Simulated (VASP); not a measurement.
Ag7Br8 (a cell with a defect): single point with PBE

System: Ag7Br8 (a cell with a defect).

```xyz
15
Lattice="0.0000 5.7266 5.7266 5.7266 0.0000 5.7266 5.7266 5.7266 0.0000" Properties=species:S:1:pos:R:3 pbc="T T T"
Br    2.8009    2.9277    2.8111
Br    5.6106    5.7229    2.9909
Br    5.7926    2.9276    5.7984
Br    8.8909    5.7170    5.4375
Br    2.9829    5.7227    5.6189
Br    5.7907    8.5255    5.8013
Br    5.4295    5.7166    8.8986
Br    8.5295    8.5254    8.5353
Ag    0.2819    0.0028    0.2899
Ag    2.9431    2.8268   -0.0680
Ag    2.5851    0.0026    2.5933
Ag    5.6490    2.8910    2.9528
Ag   -0.0760    2.8266    2.9513
Ag    2.9447    2.8911    5.6570
Ag    7.1605    5.7633    7.1683
```

* Program: VASP 6.6.1
* Task: single point
* Functional: PBE
* Potentials or basis: VASP PAW PBE potentials, release 64 (Br, Ag)
* Cutoff: 520 eV
* k mesh: 2 × 2 × 2
* Occupations: methfessel-paxton, width 0.15 eV
* Spin: no spin polarisation
* Dipole correction: no
* Further INCAR settings: LREAL = Auto; ALGO = Normal; EDIFF = 1e-06; NBANDS = 80

| Item | Value |
| --- | --- |
| Pressure | 1.8 GPa |
| Largest force | 0.023 eV/Å |
| Band gap on the k mesh | zero (an odd number of electrons rules out a gap without spin polarisation) |

Forces in eV/Å, atoms in the order of the input:
```
Br  -0.013  0.000 -0.013
Br   0.007  0.004  0.000
Br   0.012  0.003  0.011
Br  -0.006 -0.002  0.011
Br  -0.002  0.003  0.004
Br   0.015 -0.015  0.009
Br   0.009 -0.001 -0.004
Br  -0.014 -0.013 -0.012
Ag   0.000  0.002  0.001
Ag  -0.010 -0.013  0.006
Ag  -0.001  0.003 -0.002
Ag   0.007  0.015 -0.009
Ag   0.009 -0.013 -0.009
Ag  -0.009  0.014  0.007
Ag  -0.001  0.014 -0.001
```

Stress tensor (GPa, compression positive):
```
 2.09  0.00 -0.83
 0.00  1.36  0.00
-0.83  0.00  2.09
```

Levels at points of the mesh, in eV from the Fermi level:
| k point | band 64 | band 65 | band 66 | band 67 | band 68 | band 69 | band 70 | band 71 |
| --- | --- | --- | --- | --- | --- | --- | --- | --- |
| (0.00, 0.00, 0.00) | -0.06 | -0.02 | -0.01 | 0.05 | 1.09 | 1.66 | 2.50 | 3.36 |
| (0.50, 0.00, 0.00) | -0.55 | -0.52 | -0.49 | -0.42 | 3.02 | 3.24 | 3.41 | 3.49 |
| (0.00, 0.50, 0.00) | -0.82 | -0.70 | -0.46 | 0.02 | 3.04 | 3.09 | 3.47 | 3.48 |
| (0.00, 0.00, 0.50) | -0.55 | -0.52 | -0.49 | -0.42 | 3.02 | 3.24 | 3.41 | 3.49 |
| (0.50, 0.50, 0.50) | -0.82 | -0.70 | -0.46 | 0.02 | 3.04 | 3.09 | 3.47 | 3.48 |
| (0.50, 0.50, 0.00) | -0.40 | -0.16 | -0.08 | -0.05 | 3.49 | 3.57 | 4.16 | 4.32 |
| (0.00, 0.50, 0.50) | -0.40 | -0.16 | -0.08 | -0.05 | 3.49 | 3.57 | 4.16 | 4.32 |
| (0.50, 0.00, 0.50) | -0.45 | -0.39 | -0.05 | -0.05 | 3.24 | 3.57 | 3.78 | 3.88 |

It took 11 min on 1 thread of Intel Xeon 8259CL, on a shared host, peak memory 0.55 GiB.

Caveat: the k points lie up to 0.48 Å⁻¹ apart, too coarse for converged energies and pressures of a metal; an odd number of electrons without spin polarisation forces a metal; a magnetic or distorted state may lie lower.
